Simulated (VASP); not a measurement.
# Se (P6_3/mmc) in VASP: a series of runs

Runs on Se. Level: LDA. Tasks: single point.

Program: VASP 6.6.1. These are calculated values, not measurements. Logs are shortened: lines on timing, memory, paths and dates and some standing lists are left out, and cuts for length are marked.

## (1) The cell of the first run

It takes space group P6_3/mmc (No. 194, hexagonal). The conventional cell has a = 2.784 Å, b = 2.784 Å, c = 3.946 Å, α = 90.00°, β = 90.00°, γ = 120.00°. Within 3.4 Å of Se (site symmetry -6m2) lie 12 Se at 2.54 to 2.78 Å.

This isn't the form of Se at room conditions, which is trigonal, of chains.

## (2) Single point, LDA

File INCAR:

```
PREC = Accurate
ENCUT = 520
EDIFF = 1E-7
ISMEAR = -1
SIGMA = 0.05
LREAL = F
LASPH = T
NELM = 100
ALGO = Normal
ISIF = 2
LWAVE = F
LCHARG = F
GGA = CA
NBANDS = 13
```

File KPOINTS:

```
regular mesh
0
Gamma
  16 16 9
```

File POSCAR:

```
Se
1.0
    2.7838163257      0.0000000000      0.0000000000
   -1.3919081629      2.4108556575      0.0000000000
    0.0000000000      0.0000000000      3.9460952051
Se
2
Direct
    0.3333333333      0.6666666667      0.2500000000
    0.6666666667      0.3333333333      0.7500000000
```

Potentials or basis: VASP PAW LDA potentials, release 64 (Se).

Command:

```sh
$ cat potpaw_LDA.64/Se/POTCAR > POTCAR
$ mpirun -np 1 vasp_std > vasp.out
```

OUTCAR:

```text
PREC = Accurate
   ENCUT = 520
   EDIFF = 1E-7
   ISMEAR = -1
   LREAL = F
   LASPH = T
   NELM = 100
   ISIF = 2
   GGA = CA

 ion  position               nearest neighbor table
   1  0.333  0.667  0.250-   2 2.54   2 2.54   2 2.54   2 2.54   2 2.54   2 2.54
   2  0.667  0.333  0.750-   1 2.54   1 2.54   1 2.54   1 2.54   1 2.54   1 2.54

  LATTYP: Found a hexagonal cell.
 ALAT       =     2.7838163257
 C/A-ratio  =     1.4175127751

  Lattice vectors:

 A1 = (   2.7838163257,   0.0000000000,   0.0000000000)
 A2 = (  -1.3919081629,   2.4108556575,   0.0000000000)
 A3 = (   0.0000000000,   0.0000000000,   3.9460952051)

Analysis of symmetry for initial positions (statically):
=====================================================================
 Subroutine PRICEL returns:
 Original cell was already a primitive cell.

 Routine SETGRP: Setting up the symmetry group for a
 hexagonal supercell.

 Subroutine GETGRP returns: Found 24 space group operations
 (whereof 12 operations were pure point group operations)
 out of a pool of 24 trial point group operations.

The static configuration has the point symmetry D_3d.
 The point group associated with its full space group is D_6h.

Analysis of symmetry for dynamics (positions and initial velocities):
=====================================================================
 Subroutine PRICEL returns:
 Original cell was already a primitive cell.

 Routine SETGRP: Setting up the symmetry group for a
 hexagonal supercell.

 Subroutine GETGRP returns: Found 24 space group operations
 (whereof 12 operations were pure point group operations)
 out of a pool of 24 trial point group operations.

The dynamic configuration has the point symmetry D_3d.
 The point group associated with its full space group is D_6h.

 Subroutine INISYM returns: Found 24 space group operations
 (whereof 12 operations are pure point group operations),
 and found     1 'primitive' translations

----------------------------------------------------------------------------------------

                                     Primitive cell

  volume of cell :      26.4837

  direct lattice vectors                    reciprocal lattice vectors
     2.783816326  0.000000000  0.000000000     0.359219102  0.207395245  0.000000000
    -1.391908163  2.410855657  0.000000000     0.000000000  0.414790490  0.000000000
     0.000000000  0.000000000  3.946095205     0.000000000  0.000000000  0.253415072

  length of vectors
     2.783816326  2.783816326  3.946095205     0.414790490  0.414790490  0.253415072

  position of ions in fractional coordinates (direct lattice)
     0.333333333  0.666666667  0.250000000
     0.666666667  0.333333333  0.750000000

  ion indices of the primitive-cell ions
   primitive index   ion index
                 1           1
                 2           2

----------------------------------------------------------------------------------------

 KPOINTS: regular mesh

Automatic generation of k-mesh.
 Grid dimensions read from file:
 generate k-points for:   16   16    9

 Generating k-lattice:

  Cartesian coordinates                     Fractional coordinates (reciprocal lattice)
     0.022451194  0.012962203  0.000000000     0.062500000  0.000000000  0.000000000
     0.000000000  0.025924406  0.000000000     0.000000000  0.062500000  0.000000000
     0.000000000  0.000000000  0.028157230     0.000000000  0.000000000  0.111111111

  Length of vectors
     0.025924406  0.025924406  0.028157230

  Shift w.r.t. Gamma in fractional coordinates (k-lattice)
     0.000000000  0.000000000  0.000000000

 Subroutine IBZKPT returns following result:
 ===========================================

 Found    150 irreducible k-points:

 Following reciprocal coordinates:
            Coordinates               Weight
  0.000000  0.000000  0.000000      1.000000
  0.062500  0.000000  0.000000      6.000000
  0.125000  0.000000  0.000000      6.000000
  0.187500  0.000000  0.000000      6.000000
  0.250000  0.000000  0.000000      6.000000
  0.312500  0.000000  0.000000      6.000000
[... 16 lines left out ...]
  0.187500  0.187500  0.000000      6.000000
  0.250000  0.187500  0.000000     12.000000
 [... further k-points ...]
   k-points           NKPTS =    150   k-points in BZ     NKDIM =    150   number of bands    NBANDS=     13
   number of dos      NEDOS =    301   number of ions     NIONS =      2
   total plane-waves  NPLWV =  17280
   dimension x,y,z NGX =    24 NGY =   24 NGZ =   30
   dimension x,y,z NGXF=    48 NGYF=   48 NGZF=   60
   ions per type =               2
   NGX,Y,Z   is equivalent  to a cutoff of  14.33, 14.33, 12.64 a.u.
   NGXF,Y,Z  is equivalent  to a cutoff of  28.66, 28.66, 25.28 a.u.
 SYSTEM =  unknown system
   PREC   = accura    normal or accurate (medium, high low for compatibility)
   ISTART =      0    job   : 0-new  1-cont  2-samecut
   ICHARG =      2    charge: 1-file 2-atom 10-const
   ISPIN  =      1    spin polarized calculation?
   LNONCOLLINEAR =      F non collinear calculations
   LSORBIT =      F    spin-orbit coupling
   LASPH  =      T    aspherical Exc in radial PAW
   ENCUT  =  520.0 eV  38.22 Ry    6.18 a.u.   5.18  5.18  7.34*2*pi/ulx,y,z
   NELM   =    100;   NELMIN=  2; NELMDL= -5     # of ELM steps
   EDIFF  = 0.1E-06   stopping-criterion for ELM
   LREAL  =      F    real-space projection
   EDIFFG = 0.1E-05   stopping-criterion for IOM
   NSW    =      0    number of steps for IOM
   IBRION =     -1    ionic relax: 0-MD 1-quasi-New 2-CG
   NFREE  =      0    steps in history (QN), initial steepest desc. (CG)
   ISIF   =      2    stress and relaxation
   ISYM   =      2    0-nonsym 1-usesym 2-fastsym
   POTIM  = 0.5000    time-step for ionic-motion
   TEBEG  =    0.0;   TEEND  =   0.0 temperature during run
   PSTRESS=    0.0 pullay stress
   NELECT =      12.0000    total number of electrons
   NUPDOWN=      -1.0000    fix difference up-down
   EMIN   =  10.00;   EMAX   =-10.00  energy-range for DOS
   EFERMI =   0.00;   METHOD = LEGACY
   ISMEAR =    -1;   SIGMA  =   0.05  broadening in eV -4-tet -1-fermi 0-gaus
   EFERMI_NEDOS =   21; number of points for ismear=-14 and -15
   IALGO  =     38    algorithm
   IMIX   =      4    mixing-type and parameters
     AMIX     =   0.40;   BMIX     =  1.00
     AMIX_MAG =   1.60;   BMIX_MAG =  1.00
  volume/ion in A,a.u.               =      13.24        89.36
  Fermi-wavevector in a.u.,A,eV,Ry     =   1.257406  2.376152 21.511755  1.581069
  Thomas-Fermi vector in A             =   2.391066
   LORBIT       =      0    0 simple, 1 ext, 2 COOP (PROOUT), +10 PAW based schemes
   GGA     = CA    functional components
   LHFCALC =     F    Hartree Fock is set to
   AEXX    =    0.0000 exact exchange contribution
   IVDW    =     0    specifies the selected vdW correction
   LEPSILON=     F    determine dielectric tensor
   LRPA    =     F    only Hartree local field effects (RPA)
 non-spin polarized calculation
  energy-cutoff  :      520.00
  volume of cell :       26.48
 maximum number of plane-waves:       724
 NGX is ok and might be reduce to    24
   NGX = 11   NGY = 11   NGZ = 15

 number of electron      11.9999997 magnetization

 Free energy of the ion-electron system (eV)
  ---------------------------------------------------
  ext. energy  EPLUGINS =         0.00000000
  ---------------------------------------------------
  free energy    TOTEN  =        -5.47922090 eV

  energy without entropy =       -5.47254787  energy(sigma->0) =       -5.47588439

 E-fermi :  12.0847     XC(G=0): -12.7415

 val. band max:       12.0825574542   @ k =   0.0625   0.0000   0.0000
 cond. band min:      12.1087294027   @ k =   0.3750   0.0000   0.4444
 fundamental gap:      0.0261719485
 Fermi energy:        12.0847204389

 k-point     1 :       0.0000    0.0000    0.0000
  band No.  band energies     occupation
      1      -9.0693      2.00000
      2      -0.6238      2.00000
      3       1.5151      2.00000
      4      13.0123      0.00000
      5      13.0123      0.00000
      6      16.1275      0.00000
      7      16.1275      0.00000
      8      19.2926      0.00000
      9      19.7590      0.00000
     10      23.2157      0.00000
     11      24.1108      0.00000
     12      24.1108      0.00000
     13      26.8525      0.00000

 k-point     2 :       0.0625    0.0000    0.0000
  band No.  band energies     occupation
      1      -8.9736      2.00000
      2      -0.5485      2.00000
      3       1.6118      2.00000
      4      12.0826      1.02163
      5      12.6672      0.00002
      6      15.8023      0.00000
      7      16.3522      0.00000
      8      19.3503      0.00000
      9      19.9373      0.00000
     10      22.5801      0.00000
     11      24.0802      0.00000
     12      24.8993      0.00000
     13      26.4046      0.00000

 k-point     3 :       0.1250    0.0000    0.0000
  band No.  band energies     occupation
      1      -8.6871      2.00000
      2      -0.3295      2.00000
      3       1.9008      2.00000
      4      10.1690      2.00000
      5      11.9218      1.92592
      6      14.8637      0.00000
      7      16.6830      0.00000
      8      18.2515      0.00000
      9      20.2488      0.00000
     10      22.3827      0.00000
     11      24.3131      0.00000
     12      25.5334      0.00000
     13      25.6036      0.00000

 k-point     4 :       0.1875    0.0000    0.0000
  band No.  band energies     occupation
      1      -8.2120      2.00000
      2       0.0042      2.00000
      3       2.3781      2.00000
      4       8.0753      2.00000
      5      11.1078      2.00000
      6      13.6127      0.00000
      7      16.7200      0.00000
      8      16.7541      0.00000
      9      18.8531      0.00000
     10      23.9731      0.00000
     11      24.4620      0.00000
     12      24.6653      0.00000
     13      25.1645      0.00000

 k-point     5 :       0.2500    0.0000    0.0000
  band No.  band energies     occupation
      1      -7.5531      2.00000
      2       0.3671      2.00000
      3       3.0361      2.00000
      4       6.1374      2.00000
      5      10.3664      2.00000
      6      12.2094      0.15250
      7      14.9877      0.00000
      8      16.5645      0.00000
      9      17.4445      0.00000
     10      23.4702      0.00000
     11      23.9143      0.00000
     12      24.7741      0.00000
     13      26.6348      0.00000
[... 257 lines left out ...]
 k-point    22 :       0.4375    0.1250    0.0000
  band No.  band energies     occupation
      1      -3.7880      2.00000
      2      -1.7218      2.00000
      3       4.7959      2.00000
      4       6.5748      2.00000
      5       7.5271      2.00000
      6       7.5930      2.00000
      7       9.4872      2.00000
      8      13.9531      0.00000
      9      17.6414      0.00000
     10      18.3842      0.00000
     11      25.8812      0.00000
     12      26.5039      0.00000
     13      31.6181      0.00000

 k-point    23 :       0.1875    0.1875    0.0000
  band No.  band energies     occupation
      1      -6.5331      2.00000
      2       0.6484      2.00000
      3       4.0487      2.00000
      4       5.5929      2.00000
      5       6.4835      2.00000
      6      12.4884      0.00062
      7      13.3471      0.00000
      8      13.8406      0.00000
      9      19.1574      0.00000
     10      20.7650      0.00000
     11      21.7071      0.00000
     12      28.2038      0.00000
     13      28.8238      0.00000

 k-point    24 :       0.2500    0.1875    0.0000
  band No.  band energies     occupation
      1      -5.6328      2.00000
      2       0.3832      2.00000
      3       4.9181      2.00000
      4       4.9318      2.00000
      5       5.7878      2.00000
      6      11.1507      2.00000
      7      12.0005      1.68722
      8      13.0875      0.00000
      9      18.0445      0.00000
     10      20.5374      0.00000
     11      23.3923      0.00000
     12      28.6767      0.00000
     13      29.1121      0.00000

 [... further k-points ...]

------------------------ aborting loop because EDIFF is reached ----------------------------------------

  FORCE on cell =-STRESS in cart. coord.  units (eV):
  Direction    XX          YY          ZZ          XY          YZ          ZX
  --------------------------------------------------------------------------------------
  -------------------------------------------------------------------------------------
  Total       12.0791160     12.0791159     12.1408569     -0.0000000      0.0000000     -0.0000000
  in kB      730.7458995    730.7458994    734.4810207     -0.0000000      0.0000000     -0.0000000
  external PRESSURE =     731.9909399 kB  Pullay stress =       0.0000000 kB

 VOLUME and BASIS-vectors are now :
 -----------------------------------------------------------------------------
  energy-cutoff  :      520.00
  volume of cell :       26.48
      direct lattice vectors                 reciprocal lattice vectors
     2.783816326  0.000000000  0.000000000     0.359219102  0.207395245  0.000000000
    -1.391908163  2.410855657  0.000000000     0.000000000  0.414790490  0.000000000
     0.000000000  0.000000000  3.946095205     0.000000000  0.000000000  0.253415072

 POSITION                                       TOTAL-FORCE (eV/Angst)
 -----------------------------------------------------------------------------------
     -0.00000      1.60724      0.98652         0.000000      0.000000      0.000000
      1.39191      0.80362      2.95957         0.000000     -0.000000      0.000000
 -----------------------------------------------------------------------------------
    total drift:                                0.000000     -0.000000      0.000000

  FREE ENERGIE OF THE ION-ELECTRON SYSTEM (eV)
  ---------------------------------------------------
  free  energy   TOTEN  =        -5.4792208991 eV

  energy  without entropy=       -5.4725478725  energy(sigma->0) =       -5.47588439
```

It took 62 s on 1 thread of AMD EPYC 7R13, shared host; peak memory 0.13 GiB.

Results:

```
Free energy            : -5.4792 eV
Pressure               : 73.2 GPa
Band gap on the k mesh : zero (bands 6 and 7 overlap by 7.21 eV)
```

Caveat: the cell stands under pressure.

(Part 1 of 2 ends here.)
